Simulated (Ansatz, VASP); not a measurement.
## HfN: VASP beside Ansatz

The input INCAR:

```
SYSTEM = HfN
PREC     = Accurate       ! precision mode
ENCUT    = 600            ! plane-wave cutoff, eV
EDIFF    = 1E-6           ! SCF threshold, eV
ISMEAR   = 1              ! smearing method
SIGMA    = 0.2            ! smearing width, eV
LREAL    = .FALSE.        ! projectors in reciprocal space
LASPH    = .TRUE.         ! aspherical terms in the spheres
NELM     = 120            ! most SCF steps
ALGO     = Normal         ! electronic algorithm
ISIF     = 2              ! what is computed and relaxed
LWAVE    = .FALSE.        ! write WAVECAR
LCHARG   = .TRUE.         ! write CHGCAR
GGA      = PE             ! functional
LELF     = .TRUE.         ! ELF
LVHAR    = .TRUE.       
NBANDS   = 40             ! bands
GGA_COMPAT= .FALSE.
```

KPOINTS

```
Automatic mesh
0
G
  10 10 10
  0 0 0
```

File POSCAR:

```
HfN
1.0
    4.5180000000      0.0000000000      0.0000000000
    0.0000000000     -4.5180000000      0.0000000000
    0.0000000000      0.0000000000     -4.5180000000
Hf N
4 4
Direct
    0.0000000000      0.5000000000      0.5000000000
    0.5000000000      0.0000000000      0.5000000000
    0.5000000000      0.5000000000      0.0000000000
    0.0000000000      0.0000000000      0.0000000000
    0.5000000000      0.0000000000      0.0000000000
    0.0000000000      0.5000000000      0.0000000000
    0.0000000000      0.0000000000      0.5000000000
    0.5000000000      0.5000000000      0.5000000000
```

Input for Ansatz:

```yaml
crystal:
  lattice:
    - [4.518, 0.0, 0.0]
    - [0.0, -4.518, 0.0]
    - [0.0, 0.0, -4.518]
  atoms:
    - { symbol: Hf, position: [0.0, 0.5, 0.5] }
    - { symbol: Hf, position: [0.5, 0.0, 0.5] }
    - { symbol: Hf, position: [0.5, 0.5, 0.0] }
    - { symbol: Hf, position: [0.0, 0.0, 0.0] }
    - { symbol: "N", position: [0.5, 0.0, 0.0] }
    - { symbol: "N", position: [0.0, 0.5, 0.0] }
    - { symbol: "N", position: [0.0, 0.0, 0.5] }
    - { symbol: "N", position: [0.5, 0.5, 0.5] }
basis:
  ecutwfc: 420
kpoints:
  mp_grid: { grid: [10, 10, 10] }
hamiltonian:
  xc: pbe
scf:
  occupations: { method: cold, width: 0.2 }
output:
  forces: true
  stress: true
  eigenvalues: true
```

Alike in both runs: task single point; functional PBE; k mesh 10 × 10 × 10; no spin polarisation.

|  | VASP | Ansatz |
| --- | --- | --- |
| version | VASP 6.6.1 | Ansatz 0.2.0 |
| potentials or method | VASP PAW PBE potentials, release 64 (Hf_pv, N), cutoff 600 eV | scalar-relativistic, plane waves, PAW |
| occupations | methfessel-paxton of order 1, width 0.2 eV | cold, width 0.2 eV |
| valence electrons in the cell | 60 | 124 |

VASP gave:

| Property | Result |
| --- | --- |
| gap on the k mesh at the Fermi level (eV) | none |
| pressure (GPa) | 2.9 |

Task: Estimate Ansatz's values.

Result: gap on the k mesh at the Fermi level (eV): none; pressure (GPa): 5.4.

A gap of «none» marks a metal or a gap that the smearing closes. VASP's potentials hold 60 valence electrons a cell and Ansatz's 124, so a difference there can come from the potentials and not from the codes.

Spin-orbit coupling is off throughout.
